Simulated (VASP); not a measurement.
# BiPt3 (Pm-3m) in VASP: a series of runs

The runs below take BiPt3 through single point, with PBE.

All numbers are computed with VASP 6.6.1; they aren't measurements. Logs are shortened: lines on timing, memory, paths and dates and some standing lists are left out, and cuts for length are marked.

## (1) The cell of the first run

Symmetry: Pm-3m, No. 221, cubic system. Conventional cell: a = 4.101 Å, b = 4.101 Å, c = 4.101 Å, α = 90.00°, β = 90.00°, γ = 90.00°. Bi (site symmetry m-3m) has 12 Pt at 2.90 Å within 3.8 Å. Pt (site symmetry 4/mmm) has 4 Bi at 2.90 Å and 8 Pt at 2.90 Å within 3.8 Å.

## (2) Single point, PBE

Input file INCAR:

```
SYSTEM = BiPt3
PREC = Accurate ; ENCUT = 520
EDIFF = 1E-7 ; ISMEAR = -1
SIGMA = 0.05 ; LREAL = .FALSE.
LASPH = .TRUE. ; NELM = 80
ALGO = Normal ; ISIF = 2
LWAVE = .FALSE. ; LCHARG = .FALSE.
GGA = PE ; NBANDS = 30
```

Input file KPOINTS:

```
Automatic mesh
0
G
  7 7 7
  0 0 0
```

Input file POSCAR:

```
BiPt3
1.0
    4.1010323462      0.0000000000      0.0000000000
    0.0000000000      4.1010323462      0.0000000000
    0.0000000000      0.0000000000      4.1010323462
Bi Pt
1 3
Direct
    0.0000000000      0.0000000000      0.0000000000
    0.5000000000      0.5000000000      0.0000000000
    0.5000000000      0.0000000000      0.5000000000
    0.0000000000      0.5000000000      0.5000000000
```

Potentials or basis: VASP PAW PBE potentials, release 64 (Bi_d, Pt).

On the command line:

```bash
cat potpaw_PBE.64/Bi_d/POTCAR potpaw_PBE.64/Pt/POTCAR > POTCAR
mpirun -np 1 vasp_std > vasp.out
```

OUTCAR:

```text
SYSTEM = BiPt3
   PREC = Accurate
   ENCUT = 520
   EDIFF = 1E-7
   ISMEAR = -1
   LREAL = .FALSE.
   LASPH = .TRUE.
   NELM = 80
   ISIF = 2
   GGA = PE

 ion  position               nearest neighbor table
   1  0.000  0.000  0.000-   2 2.90   3 2.90   4 2.90   3 2.90   4 2.90   2 2.90   4 2.90   4 2.90
                             2 2.90   3 2.90   3 2.90   2 2.90
   2  0.500  0.500  0.000-   1 2.90   3 2.90   4 2.90   3 2.90   4 2.90   1 2.90   3 2.90   3 2.90
                             1 2.90   4 2.90   4 2.90   1 2.90
   3  0.500  0.000  0.500-   1 2.90   2 2.90   4 2.90   1 2.90   2 2.90   2 2.90   4 2.90   2 2.90
                             1 2.90   4 2.90   1 2.90   4 2.90
   4  0.000  0.500  0.500-   1 2.90   2 2.90   3 2.90   1 2.90   2 2.90   1 2.90   3 2.90   1 2.90
                             2 2.90   3 2.90   2 2.90   3 2.90

  LATTYP: Found a simple cubic cell.
 ALAT       =     4.1010323462

  Lattice vectors:

 A1 = (   4.1010323462,   0.0000000000,   0.0000000000)
 A2 = (   0.0000000000,   4.1010323462,   0.0000000000)
 A3 = (   0.0000000000,   0.0000000000,   4.1010323462)

Analysis of symmetry for initial positions (statically):
=====================================================================
 Subroutine PRICEL returns:
 Original cell was already a primitive cell.

 Routine SETGRP: Setting up the symmetry group for a
 simple cubic supercell.

 Subroutine GETGRP returns: Found 48 space group operations
 (whereof 48 operations were pure point group operations)
 out of a pool of 48 trial point group operations.

The static configuration has the point symmetry O_h .

Analysis of symmetry for dynamics (positions and initial velocities):
=====================================================================
 Subroutine PRICEL returns:
 Original cell was already a primitive cell.

 Routine SETGRP: Setting up the symmetry group for a
 simple cubic supercell.

 Subroutine GETGRP returns: Found 48 space group operations
 (whereof 48 operations were pure point group operations)
 out of a pool of 48 trial point group operations.

The dynamic configuration has the point symmetry O_h .

 Subroutine INISYM returns: Found 48 space group operations
 (whereof 48 operations are pure point group operations),
 and found     1 'primitive' translations

----------------------------------------------------------------------------------------

                                     Primitive cell

  volume of cell :      68.9731

  direct lattice vectors                    reciprocal lattice vectors
     4.101032346  0.000000000  0.000000000     0.243841042  0.000000000  0.000000000
     0.000000000  4.101032346  0.000000000     0.000000000  0.243841042  0.000000000
     0.000000000  0.000000000  4.101032346     0.000000000  0.000000000  0.243841042

  length of vectors
     4.101032346  4.101032346  4.101032346     0.243841042  0.243841042  0.243841042

  position of ions in fractional coordinates (direct lattice)
     0.000000000  0.000000000  0.000000000
     0.500000000  0.500000000  0.000000000
     0.500000000  0.000000000  0.500000000
     0.000000000  0.500000000  0.500000000

  ion indices of the primitive-cell ions
   primitive index   ion index
                 1           1
                 2           2
                 3           3
                 4           4

----------------------------------------------------------------------------------------

 KPOINTS: Automatic mesh

Automatic generation of k-mesh.
 Grid dimensions read from file:
 generate k-points for:    7    7    7

 Generating k-lattice:

  Cartesian coordinates                     Fractional coordinates (reciprocal lattice)
     0.034834435  0.000000000  0.000000000     0.142857143  0.000000000  0.000000000
     0.000000000  0.034834435  0.000000000     0.000000000  0.142857143  0.000000000
     0.000000000  0.000000000  0.034834435     0.000000000  0.000000000  0.142857143

  Length of vectors
     0.034834435  0.034834435  0.034834435

  Shift w.r.t. Gamma in fractional coordinates (k-lattice)
     0.000000000  0.000000000  0.000000000

 Subroutine IBZKPT returns following result:
 ===========================================

 Found     20 irreducible k-points:

 Following reciprocal coordinates:
            Coordinates               Weight
  0.000000  0.000000  0.000000      1.000000
  0.142857  0.000000  0.000000      6.000000
  0.285714  0.000000  0.000000      6.000000
  0.428571  0.000000  0.000000      6.000000
  0.142857  0.142857  0.000000     12.000000
  0.285714  0.142857  0.000000     24.000000
[... 12 lines left out ...]
  0.428571  0.428571  0.285714     24.000000
  0.428571  0.428571  0.428571      8.000000
   k-points           NKPTS =     20   k-points in BZ     NKDIM =     20   number of bands    NBANDS=     30
   number of dos      NEDOS =    301   number of ions     NIONS =      4
   total plane-waves  NPLWV =  32768
   dimension x,y,z NGX =    32 NGY =   32 NGZ =   32
   dimension x,y,z NGXF=    64 NGYF=   64 NGZF=   64
   ions per type =               1   3
   NGX,Y,Z   is equivalent  to a cutoff of  12.97, 12.97, 12.97 a.u.
   NGXF,Y,Z  is equivalent  to a cutoff of  25.94, 25.94, 25.94 a.u.
 SYSTEM =  BiPt3
   PREC   = accura    normal or accurate (medium, high low for compatibility)
   ISTART =      0    job   : 0-new  1-cont  2-samecut
   ICHARG =      2    charge: 1-file 2-atom 10-const
   ISPIN  =      1    spin polarized calculation?
   LNONCOLLINEAR =      F non collinear calculations
   LSORBIT =      F    spin-orbit coupling
   LASPH  =      T    aspherical Exc in radial PAW
   ENCUT  =  520.0 eV  38.22 Ry    6.18 a.u.   7.63  7.63  7.63*2*pi/ulx,y,z
   NELM   =     80;   NELMIN=  2; NELMDL= -5     # of ELM steps
   EDIFF  = 0.1E-06   stopping-criterion for ELM
   LREAL  =      F    real-space projection
   EDIFFG = 0.1E-05   stopping-criterion for IOM
   NSW    =      0    number of steps for IOM
   IBRION =     -1    ionic relax: 0-MD 1-quasi-New 2-CG
   NFREE  =      0    steps in history (QN), initial steepest desc. (CG)
   ISIF   =      2    stress and relaxation
   ISYM   =      2    0-nonsym 1-usesym 2-fastsym
   POTIM  = 0.5000    time-step for ionic-motion
   TEBEG  =    0.0;   TEEND  =   0.0 temperature during run
   PSTRESS=    0.0 pullay stress
   NELECT =      45.0000    total number of electrons
   NUPDOWN=      -1.0000    fix difference up-down
   EMIN   =  10.00;   EMAX   =-10.00  energy-range for DOS
   EFERMI =   0.00;   METHOD = LEGACY
   ISMEAR =    -1;   SIGMA  =   0.05  broadening in eV -4-tet -1-fermi 0-gaus
   EFERMI_NEDOS =   21; number of points for ismear=-14 and -15
   IALGO  =     38    algorithm
   IMIX   =      4    mixing-type and parameters
     AMIX     =   0.40;   BMIX     =  1.00
     AMIX_MAG =   1.60;   BMIX_MAG =  1.00
  volume/ion in A,a.u.               =      17.24       116.36
  Fermi-wavevector in a.u.,A,eV,Ry     =   1.419883  2.683189 27.430256  2.016067
  Thomas-Fermi vector in A             =   2.540856
   LORBIT       =      0    0 simple, 1 ext, 2 COOP (PROOUT), +10 PAW based schemes
   GGA     = PE    functional components
   LHFCALC =     F    Hartree Fock is set to
   AEXX    =    0.0000 exact exchange contribution
   IVDW    =     0    specifies the selected vdW correction
   LEPSILON=     F    determine dielectric tensor
   LRPA    =     F    only Hartree local field effects (RPA)
 non-spin polarized calculation
  energy-cutoff  :      520.00
  volume of cell :       68.97
 maximum number of plane-waves:      1873
 NGX is ok and might be reduce to    32
   NGX = 15   NGY = 15   NGZ = 15

 number of electron      44.9999985 magnetization

 Free energy of the ion-electron system (eV)
  ---------------------------------------------------
  ext. energy  EPLUGINS =         0.00000000
  ---------------------------------------------------
  free energy    TOTEN  =       -21.95139007 eV

  energy without entropy =      -21.91737453  energy(sigma->0) =      -21.93438230

 E-fermi :  11.4843     XC(G=0): -12.8630

 val. band max:       11.4392906968   @ k =   0.4286   0.4286   0.2857
 cond. band min:      11.4927661904   @ k =   0.1429   0.0000   0.0000
 fundamental gap:      0.0534754936
 Fermi energy:        11.4842619904

 k-point     1 :       0.0000    0.0000    0.0000
  band No.  band energies     occupation
      1     -11.9892      2.00000
      2     -11.9892      2.00000
      3     -11.9703      2.00000
      4     -11.9703      2.00000
      5     -11.9703      2.00000
      6      -2.3448      2.00000
[... 22 lines left out ...]
     29      18.2890      0.00000
     30      18.2890      0.00000

 k-point     2 :       0.1429    0.0000    0.0000
  band No.  band energies     occupation
      1     -11.9867      2.00000
      2     -11.9813      2.00000
      3     -11.9699      2.00000
      4     -11.9683      2.00000
      5     -11.9683      2.00000
      6      -2.1741      2.00000
[... 22 lines left out ...]
     29      18.3795      0.00000
     30      19.3607      0.00000

 k-point     3 :       0.2857    0.0000    0.0000
  band No.  band energies     occupation
      1     -11.9812      2.00000
      2     -11.9690      2.00000
      3     -11.9636      2.00000
      4     -11.9636      2.00000
      5     -11.9636      2.00000
      6      -1.7172      2.00000
[... 22 lines left out ...]
     29      17.8003      0.00000
     30      18.8306      0.00000

 k-point     4 :       0.4286    0.0000    0.0000
  band No.  band energies     occupation
      1     -11.9767      2.00000
      2     -11.9682      2.00000
      3     -11.9599      2.00000
      4     -11.9599      2.00000
      5     -11.9494      2.00000
      6      -1.2244      2.00000
[... 22 lines left out ...]
     29      18.3178      0.00000
     30      18.3372      0.00000

 k-point     5 :       0.1429    0.1429    0.0000
  band No.  band energies     occupation
      1     -11.9826      2.00000
      2     -11.9762      2.00000
      3     -11.9682      2.00000
      4     -11.9676      2.00000
      5     -11.9668      2.00000
      6      -2.0110      2.00000
[... 22 lines left out ...]
     29      18.6583      0.00000
     30      19.3268      0.00000
[... 394 lines left out ...]
     29      20.2351      0.00000
     30      20.3013      0.00000

 k-point    18 :       0.4286    0.2857    0.2857
  band No.  band energies     occupation
      1     -11.9755      2.00000
      2     -11.9747      2.00000
      3     -11.9714      2.00000
      4     -11.9467      2.00000
      5     -11.9346      2.00000
      6      -0.7533      2.00000
[... 22 lines left out ...]
     29      19.8581      0.00000
     30      20.8740      0.00000

 k-point    19 :       0.4286    0.4286    0.2857
  band No.  band energies     occupation
      1     -11.9834      2.00000
      2     -11.9755      2.00000
      3     -11.9753      2.00000
      4     -11.9422      2.00000
      5     -11.9294      2.00000
      6      -0.6945      2.00000
[... 22 lines left out ...]
     29      20.6193      0.00000
     30      22.4962      0.00000

 k-point    20 :       0.4286    0.4286    0.4286
  band No.  band energies     occupation
      1     -11.9841      2.00000
      2     -11.9841      2.00000
      3     -11.9838      2.00000
      4     -11.9316      2.00000
      5     -11.9316      2.00000
      6      -0.7352      2.00000
[... 22 lines left out ...]
     29      22.4548      0.00000
     30      22.4635      0.00000

------------------------ aborting loop because EDIFF is reached ----------------------------------------

  FORCE on cell =-STRESS in cart. coord.  units (eV):
  Direction    XX          YY          ZZ          XY          YZ          ZX
  --------------------------------------------------------------------------------------
  -------------------------------------------------------------------------------------
  Total        4.3489324      4.3489324      4.3489324     -0.0000000     -0.0000000      0.0000000
  in kB      101.0214626    101.0214626    101.0214626     -0.0000000     -0.0000000      0.0000000
  external PRESSURE =     101.0214626 kB  Pullay stress =       0.0000000 kB

 VOLUME and BASIS-vectors are now :
 -----------------------------------------------------------------------------
  energy-cutoff  :      520.00
  volume of cell :       68.97
      direct lattice vectors                 reciprocal lattice vectors
     4.101032346  0.000000000  0.000000000     0.243841042  0.000000000  0.000000000
     0.000000000  4.101032346  0.000000000     0.000000000  0.243841042  0.000000000
     0.000000000  0.000000000  4.101032346     0.000000000  0.000000000  0.243841042

 POSITION                                       TOTAL-FORCE (eV/Angst)
 -----------------------------------------------------------------------------------
      0.00000      0.00000      0.00000         0.000000      0.000000      0.000000
      2.05052      2.05052      0.00000         0.000000      0.000000      0.000000
      2.05052      0.00000      2.05052         0.000000      0.000000      0.000000
      0.00000      2.05052      2.05052         0.000000      0.000000      0.000000
 -----------------------------------------------------------------------------------
    total drift:                                0.000000     -0.000000     -0.000000

  FREE ENERGIE OF THE ION-ELECTRON SYSTEM (eV)
  ---------------------------------------------------
  free  energy   TOTEN  =       -21.9513900686 eV

  energy  without entropy=      -21.9173745286  energy(sigma->0) =      -21.93438230
```

Wall time 14 s (1 thread of Intel Xeon 6975P-C (Granite Rapids), shared host); peak memory 0.19 GiB.

What came out:

| Property | Result |
| --- | --- |
| Free energy | -21.9514 eV |
| Pressure | 10.1 GPa |

Levels at points of the mesh, in eV from the Fermi level:
```
           k point  band 18  band 19  band 20  band 21  band 22  band 23  band 24  band 25  band 26  band 27
(0.00, 0.00, 0.00)    -2.18    -1.36    -1.36    -0.62    -0.55    -0.11    -0.11    -0.11     5.46     5.46
```

Caveat: spin-orbit coupling is left out, which moves the levels of the heavy elements.

## (3) Single point, PBE

This run uses another cell than the first one, of 17.61 Å³/atom, 1.021 times its volume.

Input file INCAR:

```
SYSTEM = BiPt3
  PREC = Accurate
  ENCUT = 520
  EDIFF = 1E-6
  ISMEAR = -1
  SIGMA = 0.05
  LREAL = .False.
  LASPH = .True.
  NELM = 60
  ALGO = Normal
  ISIF = 2
  LWAVE = .False.
  LCHARG = .True.
  GGA = PE
  LELF = .True.
  LVHAR = .True.
  NBANDS = 30
```

Input file KPOINTS:

```
Automatic mesh
0
Gamma
  7 7 7
  0 0 0
```

Input file POSCAR:

```
BiPt3
1.0
    4.1299138072      0.0000000000      0.0000000000
    0.0000000000      4.1299138072      0.0000000000
    0.0000000000      0.0000000000      4.1299138072
Bi Pt
1 3
Direct
    0.0000000000      0.0000000000      0.0000000000
    0.5000000000      0.5000000000      0.0000000000
    0.5000000000      0.0000000000      0.5000000000
    0.0000000000      0.5000000000      0.5000000000
```

Potentials or basis: VASP PAW PBE potentials, release 64 (Bi_d, Pt).

On the command line:

```bash
cat potpaw_PBE.64/Bi_d/POTCAR potpaw_PBE.64/Pt/POTCAR > POTCAR
mpirun -np 1 vasp_std > vasp.out
```

Wall time 15 s (1 thread of Intel Xeon 6975P-C (Granite Rapids), shared host); peak memory 0.19 GiB.

Results (log left out):

```
Free energy : -22.0248 eV
Pressure    : 5.8 GPa
```

Levels at points of the mesh, in eV from the Fermi level:
| k point | band 18 | band 19 | band 20 | band 21 | band 22 | band 23 | band 24 | band 25 | band 26 | band 27 |
| --- | --- | --- | --- | --- | --- | --- | --- | --- | --- | --- |
| (0.00, 0.00, 0.00) | -2.08 | -1.32 | -1.32 | -0.64 | -0.60 | -0.10 | -0.10 | -0.10 | 5.33 | 5.33 |

Caveat: spin-orbit coupling is left out, which moves the levels of the heavy elements.

## (4) Single point, PBE

This run uses another cell than the first one, of 17.98 Å³/atom, 1.043 times its volume.

Input file INCAR:

```
ALGO = Normal
EDIFF = 1E-6
ENCUT = 520
GGA = PE
ISIF = 2
ISMEAR = -1
LASPH = True
LCHARG = False
LREAL = False
LWAVE = False
NBANDS = 30
NELM = 80
PREC = Accurate
SIGMA = 0.05
```

Input file KPOINTS:

```
k-points
0
Gamma
  7 7 7
```

Input file POSCAR:

```
BiPt3
1.0
    4.1583968715      0.0000000000      0.0000000000
    0.0000000000      4.1583968715      0.0000000000
    0.0000000000      0.0000000000      4.1583968715
Bi Pt
1 3
Direct
    0.0000000000      0.0000000000      0.0000000000
    0.5000000000      0.5000000000      0.0000000000
    0.5000000000      0.0000000000      0.5000000000
    0.0000000000      0.5000000000      0.5000000000
```

On the command line:

```bash
cat potpaw_PBE.64/Bi_d/POTCAR potpaw_PBE.64/Pt/POTCAR > POTCAR
mpirun -np 1 vasp_std > vasp.out
```

Wall time 14 s (1 thread of Intel Xeon 6975P-C (Granite Rapids), shared host); peak memory 0.19 GiB.

It converged, with:

| Property | Result |
| --- | --- |
| Free energy | -22.0612 eV |
| Pressure | 2.0 GPa |

Levels at points of the mesh, in eV from the Fermi level:
```
           k point  band 18  band 19  band 20  band 21  band 22  band 23  band 24  band 25  band 26  band 27
(0.00, 0.00, 0.00)    -1.99    -1.27    -1.27    -0.72    -0.58    -0.10    -0.10    -0.10     5.21     5.21
```

Caveat: spin-orbit coupling is left out, which moves the levels of the heavy elements.

## (5) Summary

| cell | gap on the mesh (eV) | pressure (GPa) |
| --- | --- | --- |
| a = 4.101 Å, 4 atoms | none | 10.1 |
| a = 4.130 Å, 4 atoms | none | 5.8 |
| a = 4.158 Å, 4 atoms | none | 2.0 |

Alike in all rows: task single point; level PBE; potentials or basis VASP PAW PBE potentials, release 64 (Bi_d, Pt); no spin polarisation; k mesh 7 × 7 × 7; cutoff (eV) 520; smearing fermi-dirac 0.05 eV.

Caveats: spin-orbit coupling is left out, which moves the levels of the heavy elements.

Absolute energies hang on the potentials; compare differences alone.
